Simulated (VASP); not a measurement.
# NbAgSe2O7 (P1) in VASP: electric field gradients with PBE

Aim: the electric field gradients of NbAgSe2O7 with PBE.

All numbers are computed with VASP 6.6.1; they aren't measurements. Logs are shortened: lines on timing, memory, paths and dates and some standing lists are left out, and cuts for length are marked.

## (1) The cell of the first run

The typed cell holds 22 atoms: a = 6.664 Å, b = 6.664 Å, c = 7.363 Å, α = 90.00°, β = 90.00°, γ = 71.55°.

## (2) Electric field gradients, PBE (atom 8 (Se) moved by 0.15 Å)

Input file INCAR:

```
  ALGO = Normal
  EDIFF = 1E-8
  ENCUT = 520
  GGA = PE
  ISIF = 2
  ISMEAR = -1
  LASPH = T
  LCHARG = F
  LEFG = T
  LREAL = Auto
  LWAVE = F
  NBANDS = 95
  NELM = 100
  PREC = Accurate
  SIGMA = 0.02
```

Input file KPOINTS:

```
k-points
0
Gamma
  4 4 3
```

Input file POSCAR:

```
NbAgSe2O7
1.0
    5.4065000000     -3.8960000000      0.0000000000
    5.4065000000      3.8960000000      0.0000000000
    0.0000000000      0.0000000000      7.3630000000
Nb Ag Se O
2 2 4 14
Direct
    0.0000000000      0.0000000000      0.5000000000
    0.0000000000      0.0000000000      0.0000000000
    0.5000000000      0.5000000000      0.0000000000
    0.5000000000      0.5000000000      0.5000000000
    0.5240530100      0.0533963506      0.2500000000
    0.4759469900      0.9466036494      0.7500000000
    0.0533963506      0.5240530100      0.7500000000
    0.9466036494      0.4759469900      0.2703721309
    0.3939070772      0.3152791572      0.2500000000
    0.6060929228      0.6847208428      0.7500000000
    0.3152791572      0.3939070772      0.7500000000
    0.6847208428      0.6060929228      0.2500000000
    0.6976266676      0.0398343613      0.4352599855
    0.3023733324      0.9601656387      0.9352599855
    0.0398343613      0.6976266676      0.5647400145
    0.9601656387      0.3023733324      0.0647400145
    0.3023733324      0.9601656387      0.5647400145
    0.6976266676      0.0398343613      0.0647400145
    0.9601656387      0.3023733324      0.4352599855
    0.0398343613      0.6976266676      0.9352599855
    0.9201964471      0.0798035529      0.7500000000
    0.0798035529      0.9201964471      0.2500000000
```

Potentials or basis: VASP PAW PBE potentials, release 64 (Nb_sv, Ag, Se, O).

Command:

```sh
$ cat potpaw_PBE.64/Nb_sv/POTCAR potpaw_PBE.64/Ag/POTCAR potpaw_PBE.64/Se/POTCAR potpaw_PBE.64/O/POTCAR > POTCAR
$ mpirun -np 1 vasp_std > vasp.out
```

OUTCAR:

```text
EDIFF = 1E-8
   ENCUT = 520
   GGA = PE
   ISIF = 2
   ISMEAR = -1
   LASPH = T
   LREAL = Auto
   NELM = 100
   PREC = Accurate

 ion  position               nearest neighbor table
   1  0.000  0.000  0.500-  21 1.94  22 1.94  17 2.00  19 2.00  13 2.00  15 2.00
   2  0.000  0.000  0.000-  21 1.94  22 1.94  18 2.00  20 2.00  14 2.00  16 2.00
   3  0.500  0.500  0.000-   9 2.44  10 2.44  11 2.44  12 2.44
   4  0.500  0.500  0.500-   9 2.44  10 2.44  11 2.44  12 2.44
   5  0.524  0.053  0.250-   9 1.69  13 1.77  18 1.77
   6  0.476  0.947  0.750-  10 1.69  14 1.77  17 1.77
   7  0.053  0.524  0.750-  11 1.69  15 1.77  20 1.77
   8  0.947  0.476  0.270-  19 1.66  12 1.69  16 1.89
   9  0.394  0.315  0.250-   5 1.69   4 2.44   3 2.44
  10  0.606  0.685  0.750-   6 1.69   4 2.44   3 2.44
  11  0.315  0.394  0.750-   7 1.69   4 2.44   3 2.44
  12  0.685  0.606  0.250-   8 1.69   4 2.44   3 2.44
  13  0.698  0.040  0.435-   5 1.77   1 2.00
  14  0.302  0.960  0.935-   6 1.77   2 2.00
  15  0.040  0.698  0.565-   7 1.77   1 2.00
  16  0.960  0.302  0.065-   8 1.89   2 2.00
  17  0.302  0.960  0.565-   6 1.77   1 2.00
  18  0.698  0.040  0.065-   5 1.77   2 2.00
  19  0.960  0.302  0.435-   8 1.66   1 2.00
  20  0.040  0.698  0.935-   7 1.77   2 2.00
  21  0.920  0.080  0.750-   1 1.94   2 1.94
  22  0.080  0.920  0.250-   1 1.94   2 1.94

  LATTYP: Found a base centered orthorhombic cell.
 ALAT       =     7.7920000000
 B/A-ratio  =     1.3877053388
 C/A-ratio  =     0.9449435318

  Lattice vectors:

 A1 = (  -5.4065000000,  -3.8960000000,   0.0000000000)
 A2 = (   5.4065000000,  -3.8960000000,   0.0000000000)
 A3 = (   0.0000000000,   0.0000000000,   7.3630000000)

Analysis of symmetry for initial positions (statically):
=====================================================================
 Subroutine PRICEL returns:
 Original cell was already a primitive cell.

 Routine SETGRP: Setting up the symmetry group for a
 base centered orthorhombic supercell.

 Subroutine GETGRP returns: Found  1 space group operations
 (whereof  1 operations were pure point group operations)
 out of a pool of  8 trial point group operations.

The static configuration has the point symmetry C_1 .

Analysis of symmetry for dynamics (positions and initial velocities):
=====================================================================
 Subroutine PRICEL returns:
 Original cell was already a primitive cell.

 Routine SETGRP: Setting up the symmetry group for a
 base centered orthorhombic supercell.

 Subroutine GETGRP returns: Found  1 space group operations
 (whereof  1 operations were pure point group operations)
 out of a pool of  8 trial point group operations.

The dynamic configuration has the point symmetry C_1 .

 Subroutine INISYM returns: Found  1 space group operations
 (whereof  1 operations are pure point group operations),
 and found     1 'primitive' translations

----------------------------------------------------------------------------------------

                                     Primitive cell

  volume of cell :     310.1844

  direct lattice vectors                    reciprocal lattice vectors
     5.406500000 -3.896000000  0.000000000     0.092481273 -0.128336756  0.000000000
     5.406500000  3.896000000  0.000000000     0.092481273  0.128336756  0.000000000
     0.000000000  0.000000000  7.363000000     0.000000000  0.000000000  0.135814206

  length of vectors
     6.664012174  6.664012174  7.363000000     0.158186942  0.158186942  0.135814206

  position of ions in fractional coordinates (direct lattice)
     0.000000000  0.000000000  0.500000000
     0.000000000  0.000000000  0.000000000
     0.500000000  0.500000000  0.000000000
     0.500000000  0.500000000  0.500000000
     0.524053010  0.053396351  0.250000000
     0.475946990  0.946603649  0.750000000
[... 14 lines left out ...]
     0.920196447  0.079803553  0.750000000
     0.079803553  0.920196447  0.250000000

  ion indices of the primitive-cell ions
   primitive index   ion index
                 1           1
                 2           2
                 3           3
                 4           4
                 5           5
[... 99 lines left out ...]
   PSTRESS=    0.0 pullay stress
   NELECT =     156.0000    total number of electrons
   NUPDOWN=      -1.0000    fix difference up-down
   EMIN   =  10.00;   EMAX   =-10.00  energy-range for DOS
   EFERMI =   0.00;   METHOD = LEGACY
   ISMEAR =    -1;   SIGMA  =   0.02  broadening in eV -4-tet -1-fermi 0-gaus
   EFERMI_NEDOS =   21; number of points for ismear=-14 and -15
   IALGO  =     38    algorithm
   IMIX   =      4    mixing-type and parameters
     AMIX     =   0.40;   BMIX     =  1.00
     AMIX_MAG =   1.60;   BMIX_MAG =  1.00
  volume/ion in A,a.u.               =      14.10        95.15
  Fermi-wavevector in a.u.,A,eV,Ry     =   1.301896  2.460227 23.060975  1.694934
  Thomas-Fermi vector in A             =   2.433000
   LORBIT       =      0    0 simple, 1 ext, 2 COOP (PROOUT), +10 PAW based schemes
   GGA     = PE    functional components
   LHFCALC =     F    Hartree Fock is set to
   AEXX    =    0.0000 exact exchange contribution
   IVDW    =     0    specifies the selected vdW correction
   LEPSILON=     F    determine dielectric tensor
   LRPA    =     F    only Hartree local field effects (RPA)
 non-spin polarized calculation
  energy-cutoff  :      520.00
  volume of cell :      310.18
 maximum number of plane-waves:      8389
 NGX is ok and might be reduce to    50
   NGX = 25   NGY = 25   NGZ = 27

 number of electron     156.0000006 magnetization

 Free energy of the ion-electron system (eV)
  ---------------------------------------------------
  ext. energy  EPLUGINS =         0.00000000
  ---------------------------------------------------
  free energy    TOTEN  =      -137.40773391 eV

  energy without entropy =     -137.40773391  energy(sigma->0) =     -137.40773391

 E-fermi :   4.0702     XC(G=0): -10.0306

 val. band max:        3.5416570344   @ k =   0.5000   0.0000   0.0000
 cond. band min:       5.0879652661   @ k =   0.5000   0.0000   0.0000
 fundamental gap:      1.5463082317
 Fermi energy:         4.0701775942

 k-point     1 :       0.0000    0.0000    0.0000
  band No.  band energies     occupation
      1     -52.7613      2.00000
      2     -52.5518      2.00000
      3     -28.9589      2.00000
      4     -28.9374      2.00000
      5     -28.8980      2.00000
      6     -28.7137      2.00000
[... 2221 lines left out ...]
     89       7.5703      0.00000
     90       7.9141      0.00000

 [... further k-points ...]

 [bands above 90 left out]

------------------------ aborting loop because EDIFF is reached ----------------------------------------

  FORCE on cell =-STRESS in cart. coord.  units (eV):
  Direction    XX          YY          ZZ          XY          YZ          ZX
  --------------------------------------------------------------------------------------
  -------------------------------------------------------------------------------------
  Total        6.0390170      6.4786900      4.7527671      0.6769438     -2.4894941     -3.1126986
  in kB       31.1929809     33.4639984     24.5491896      3.4965784    -12.8588381    -16.0778399
  external PRESSURE =      29.7353897 kB  Pullay stress =       0.0000000 kB

 VOLUME and BASIS-vectors are now :
 -----------------------------------------------------------------------------
  energy-cutoff  :      520.00
  volume of cell :      310.18
      direct lattice vectors                 reciprocal lattice vectors
     5.406500000 -3.896000000  0.000000000     0.092481273 -0.128336756  0.000000000
     5.406500000  3.896000000  0.000000000     0.092481273  0.128336756  0.000000000
     0.000000000  0.000000000  7.363000000     0.000000000  0.000000000  0.135814206

 POSITION                                       TOTAL-FORCE (eV/Angst)
 -----------------------------------------------------------------------------------
      0.00000      0.00000      3.68150        -0.581750     -0.556746      0.257782
      0.00000      0.00000      0.00000         0.601352      0.598378      0.246494
      5.40650      0.00000      0.00000         0.050648     -0.073866      0.034159
      5.40650      0.00000      3.68150        -0.042852      0.075596      0.015480
      3.12198     -1.83368      1.84075        -0.255393     -0.103534     -0.224619
      7.69102      1.83368      5.52225         0.250659      0.103890      0.206584
[... 14 lines left out ...]
      5.40650     -3.27417      5.52225        -0.003920     -0.017432     -0.321353
      5.40650      3.27417      1.84075         0.006217      0.020159      0.332800
 -----------------------------------------------------------------------------------
    total drift:                               -0.002174      0.000243     -0.001828

  FREE ENERGIE OF THE ION-ELECTRON SYSTEM (eV)
  ---------------------------------------------------
  free  energy   TOTEN  =      -137.4077339119 eV

  energy  without entropy=     -137.4077339119  energy(sigma->0) =     -137.40773391

 Electric field gradients (V/A^2)
---------------------------------------------------------------------
 ion       V_xx      V_yy      V_zz      V_xy      V_xz      V_yz
---------------------------------------------------------------------
   1      61.674    57.961  -119.635     5.506    -3.339   -29.752
   2      51.801    54.599  -106.400    -6.153    -2.973    20.747
   3     -42.446    86.332   -43.886     1.607     2.835    46.879
   4     -46.196    95.237   -49.041    -1.951     2.781   -47.610
   5    -299.642    59.416   240.226  -127.270     5.224    -2.208
   6    -299.716    59.593   240.123  -127.167     5.263    -2.234
[... 14 lines left out ...]
  21       7.208     7.218   -14.426     0.041    -1.083    -1.270
  22       7.361     7.308   -14.669     0.441    -0.714    -0.947
---------------------------------------------------------------------

 Electric field gradients after diagonalization (V/A^2)
 (convention: |V_zz| > |V_xx| > |V_yy|)
----------------------------------------------------------------------
 ion       V_xx      V_yy      V_zz     asymmetry (V_yy - V_xx)/ V_zz
----------------------------------------------------------------------
   1      68.256    56.262  -124.518       0.096
   2      61.548    47.513  -109.060       0.129
   3     -59.296   -42.197   101.494       0.168
   4     -63.590   -45.987   109.577       0.161
   5     240.355    99.855  -340.209       0.413
   6     240.254    99.947  -340.200       0.412
[... 14 lines left out ...]
  21       7.382     7.172   -14.554       0.014
  22       7.837     6.894   -14.732       0.064
----------------------------------------------------------------------

           NMR quadrupolar parameters

 Cq : quadrupolar parameter    Cq=e*Q*V_zz/h
 eta: asymmetry parameters     (V_yy - V_xx)/ V_zz
 Q  : nuclear electric quadrupole moment in mb (millibarn)
----------------------------------------------------------------------
 ion       Cq(MHz)       eta       Q (mb)
----------------------------------------------------------------------
   1      -0.301       0.096       1.000
   2      -0.264       0.129       1.000
   3       0.245       0.168       1.000
   4       0.265       0.161       1.000
   5      -0.823       0.413       1.000
   6      -0.823       0.412       1.000
[... 14 lines left out ...]
  21      -0.035       0.014       1.000
  22      -0.036       0.064       1.000
----------------------------------------------------------------------
```

Run time: 16 min. Hardware: 1 thread of AMD EPYC 9R45 (Zen 5), shared host; peak memory 0.64 GiB.

Results:

| Property | Result |
| --- | --- |
| Free energy | -137.4077 eV |
| Pressure | 3.0 GPa |
| Largest force | 3.787 eV/Å |
| Band gap on the k mesh | 1.55 eV, direct |

Forces in eV/Å, atoms in the order of the input:
```
Nb  -0.582 -0.557  0.258
Nb   0.601  0.598  0.246
Ag   0.051 -0.074  0.034
Ag  -0.043  0.076  0.015
Se  -0.255 -0.104 -0.225
Se   0.251  0.104  0.207
Se  -0.245  0.095  0.612
Se   1.042  0.690 -3.575
O    0.112  0.211  0.052
O   -0.114 -0.216 -0.044
O    0.112 -0.211 -0.062
O   -0.082  0.099  0.423
O    0.258 -0.123  0.187
O    0.008 -0.096 -0.022
O    0.172  0.147 -0.250
O    0.128 -0.049  0.634
O   -0.178  0.196 -0.209
O   -0.078  0.016 -0.009
O   -1.138 -0.745  1.807
O   -0.023 -0.062 -0.092
O   -0.004 -0.017 -0.321
O    0.006  0.020  0.333
```

Electric field gradients, principal values (V/Å²):
```csv
atom,least,middle,greatest (by size)
1 Nb,56.262,68.256,-124.518
2 Nb,47.513,61.548,-109.060
3 Ag,-42.197,-59.296,101.494
4 Ag,-45.987,-63.590,109.577
5 Se,99.855,240.355,-340.209
6 Se,99.947,240.254,-340.200
7 Se,99.778,240.315,-340.093
8 Se,90.508,241.906,-332.413
9 O,-49.101,-77.257,126.358
10 O,-49.309,-77.119,126.427
11 O,-49.256,-77.226,126.483
12 O,-48.109,-78.545,126.654
13 O,-55.407,-67.349,122.756
14 O,-52.717,-74.472,127.189
15 O,-50.633,-70.179,120.812
16 O,-58.058,-68.709,126.768
17 O,-55.509,-67.503,123.012
18 O,-52.639,-74.698,127.337
19 O,-45.301,-69.384,114.684
20 O,-56.526,-72.623,129.149
21 O,7.172,7.382,-14.554
22 O,6.894,7.837,-14.732
```

Caveat: the cell differs from its parent crystal (atom 8 (Se) moved by 0.15 Å); without QUAD_EFG the Cq values of the log hold for a quadrupole moment of 1 mb, not for the nuclei; forces of over 1 eV/Å act on the atoms, so gaps and moduli don't describe the material at rest. A k mesh can miss the band edges.
